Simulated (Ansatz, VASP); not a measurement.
## One calculation of BN, two programs

Contents of INCAR:

```
SYSTEM = BN
ALGO = Normal
EDIFF = 1E-7
ENCUT = 520
GGA = PE
ISIF = 2
ISMEAR = 0
LASPH = .True.
LCHARG = .False.
LREAL = .False.
LWAVE = .False.
NBANDS = 36
NELM = 60
PREC = Accurate
SIGMA = 0.05
```

The input KPOINTS:

```
k-points
0
Gamma
  10 10 2
  0 0 0
```

The input POSCAR:

```
BN
1.0
   -2.5539396017      0.0000000000      0.0000000000
    1.2769698009     -2.2117765748      0.0000000000
   -0.6386125974      0.3687031550     12.6805650000
B N
6 6
Direct
    0.2951521431      0.7048478569      0.2290413333
    0.2395854764      0.7604145236      0.5623746667
    0.1840188097      0.8159811903      0.8957080000
    0.6562688097      0.3437311903      0.0623746667
    0.6007021431      0.3992978569      0.3957080000
    0.5451354764      0.4548645236      0.7290413333
    0.3159589703      0.6840410297      0.1042253333
    0.2603923036      0.7396076964      0.4375586667
    0.2048256369      0.7951743631      0.7708920000
    0.5103756369      0.4896243631      0.9375586667
    0.6215089703      0.3784910297      0.2708920000
    0.5659423036      0.4340576964      0.6042253333
```

Input for Ansatz:

```yaml
crystal:
  lattice:
    - [-2.5539396017, 0.0, 0.0]
    - [1.2769698009, -2.2117765748, 0.0]
    - [-0.6386125974, 0.368703155, 12.680565]
  atoms:
    - { symbol: B, position: [0.2951521431, 0.7048478569, 0.2290413333] }
    - { symbol: B, position: [0.2395854764, 0.7604145236, 0.5623746667] }
    - { symbol: B, position: [0.1840188097, 0.8159811903, 0.895708] }
    - { symbol: B, position: [0.6562688097, 0.3437311903, 0.0623746667] }
    - { symbol: B, position: [0.6007021431, 0.3992978569, 0.395708] }
    - { symbol: B, position: [0.5451354764, 0.4548645236, 0.7290413333] }
    - { symbol: "N", position: [0.3159589703, 0.6840410297, 0.1042253333] }
    - { symbol: "N", position: [0.2603923036, 0.7396076964, 0.4375586667] }
    - { symbol: "N", position: [0.2048256369, 0.7951743631, 0.770892] }
    - { symbol: "N", position: [0.5103756369, 0.4896243631, 0.9375586667] }
    - { symbol: "N", position: [0.6215089703, 0.3784910297, 0.270892] }
    - { symbol: "N", position: [0.5659423036, 0.4340576964, 0.6042253333] }
basis:
  ecutwfc: 420
kpoints:
  mp_grid: { grid: [10, 10, 2] }
hamiltonian:
  xc: pbe
scf:
  occupations: { method: gaussian, width: 0.05 }
output:
  forces: true
  stress: true
  eigenvalues: true
```

Alike in both runs: task single point; functional PBE; k mesh 10 × 10 × 2; occupations gaussian, width 0.05 eV; no spin polarisation.

```csv
,VASP,Ansatz
version,VASP 6.6.1,Ansatz 0.2.0
potentials or method,"VASP PAW PBE potentials, release 64 (B, N), cutoff 520 eV","scalar-relativistic, plane waves, PAW"
valence electrons in the cell,48,48
```

VASP gave:

```
gap on the k mesh at the Fermi level (eV)                     : 4.51
least direct gap on the mesh (eV)                             : 6.61
pressure (GPa)                                                : 0.8
traceless stress, the component that is largest in VASP (GPa) : 15.50
rms of the force components (eV/Å)                            : 0.863
```

Task: Which values does Ansatz return?

Result: gap on the k mesh at the Fermi level (eV): 4.52; least direct gap on the mesh (eV): 6.62; pressure (GPa): 0.6; traceless stress, the component that is largest in VASP (GPa): 15.49; rms of the force components (eV/Å): 0.864.

Atom by atom the forces differ by 0.003 eV/Å (rms over components). With one functional, cell and mesh, what is left measures potentials, basis and numerics.
